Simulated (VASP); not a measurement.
Write the native input for VASP 6.6.1 that does the following.

- Task: single point
- Functional: LDA
- Potentials or basis: VASP PAW LDA potentials, release 64 (Sc_sv)
- Cutoff: 520 eV
- k mesh: 15 × 15 × 15
- Occupations: fermi-dirac, width 0.05 eV
- Spin: no spin polarisation
- Dipole correction: no
- Further INCAR settings: ALGO = Normal; EDIFF = 1e-07; NBANDS = 12

The structure of Sc lies in POSCAR:

```
Sc
1.0
    2.4647226837      0.0000000000      0.0000000000
    0.0000000000      2.4647226837      0.0000000000
    0.0000000000      0.0000000000      2.4647226837
Sc
1
Direct
    0.0000000000      0.0000000000      0.0000000000
```

This cell differs from its parent crystal: volume scaled by 0.65.

The input as run:

INCAR

```
SYSTEM = Sc
  PREC = Accurate
  ENCUT = 520
  EDIFF = 1E-7
  ISMEAR = -1
  SIGMA = 0.05
  LREAL = .False.
  LASPH = .True.
  NELM = 80
  ALGO = Normal
  ISIF = 2
  LWAVE = .False.
  LCHARG = .False.
  NBANDS = 12
```

KPOINTS

```
Automatic mesh
0
Gamma
  15 15 15
  0 0 0
```

Potentials or basis: VASP PAW LDA potentials, release 64 (Sc_sv).

Launch:

```bash
$ cat potpaw_LDA.64/Sc_sv/POTCAR > POTCAR
$ mpirun -np 1 vasp_std > vasp.out
```

It gave:

* Pressure: 35.5 GPa

Wall time 8.4 s on 1 thread of AMD EPYC 9R45 96-Core Processor (Zen 5), with other jobs on the host, peak memory 0.1 GiB.
